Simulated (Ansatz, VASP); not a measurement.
Zr2B3: VASP beside Ansatz

```
CELL_PARAMETERS angstrom
3.58587 0.00000 0.00000
-1.79294 3.10546 0.00000
0.00000 0.00000 13.14893
ATOMIC_POSITIONS crystal
Zr 0.00000 0.00000 0.12510
Zr 0.00000 0.00000 0.62510
Zr 0.00000 0.00000 0.37490
Zr 0.00000 0.00000 0.87490
B 0.50000 0.00000 0.25000
B 0.50000 0.00000 0.75000
B 0.00000 0.50000 0.25000
B 0.00000 0.50000 0.75000
B 0.50000 0.50000 0.25000
B 0.50000 0.50000 0.75000
```

Alike in both runs: task single point; functional PBE; k mesh 6 × 6 × 2; occupations gaussian, width 0.2 eV; no spin polarisation.

```csv
,VASP,Ansatz
version,VASP 6.6.1,Ansatz 0.2.0
potentials or method,"VASP PAW PBE potentials, release 64 (Zr_sv, B), cutoff 520 eV","scalar-relativistic, plane waves, PAW"
valence electrons in the cell,66,66
```

Ansatz gave:

- gap on the k mesh at the Fermi level (eV): none
- pressure (GPa): -0.1
- traceless stress, the component that is largest in VASP (GPa): 1.01
- rms of the force components (eV/Å): 0.031

Question: What did VASP give for the same quantities?

Answer: gap on the k mesh at the Fermi level (eV): none; pressure (GPa): 0.0; traceless stress, the component that is largest in VASP (GPa): 1.04; rms of the force components (eV/Å): 0.039.

Atom by atom the forces differ by 0.007 eV/Å (rms over components). A gap of «none» marks a metal or a gap that the smearing closes.
